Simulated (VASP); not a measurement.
Input of a VASP 6.6.1 run:

The input INCAR:

```
SYSTEM = Al2Te
ALGO = Normal
EDIFF = 1E-7
EDIFFG = -0.005
ENCUT = 600
GGA = PE
IBRION = 2
ISIF = 3
ISMEAR = 0
LASPH = .True.
LCHARG = .False.
LREAL = .False.
LWAVE = .False.
NELM = 100
NSW = 100
PREC = Accurate
SIGMA = 0.1
```

Contents of KPOINTS:

```
k-points
0
Gamma
  10 10 10
  0 0 0
```

POSCAR

```
Al2Te
1.0
    0.0000000000      3.4637408085      3.4637408085
    3.4637408085      0.0000000000      3.4637408085
    3.4637408085      3.4637408085      0.0000000000
Al Te
2 1
Direct
    0.2500000000      0.2500000000      0.2500000000
    0.7500000000      0.7500000000      0.7500000000
    0.0000000000      0.0000000000      0.0000000000
```

Potentials or basis: VASP PAW PBE potentials, release 64 (Al, Te).

Command:

```console
$ cat potpaw_PBE.64/Al/POTCAR potpaw_PBE.64/Te/POTCAR > POTCAR
$ mpirun -np 1 vasp_std > vasp.out
```

(1) Estimate the relaxed volume.

(2) Estimate the relaxed cell.

(3) What does it give for the space group after relaxing (to 0.05 Å)?

## Answers

(1) 28.63 Å³/atom.

(2) a = 4.952 Å, b = 4.952 Å, c = 4.952 Å, α = 60.00°, β = 60.00°, γ = 60.00°.

(3) Fm-3m (No. 225).
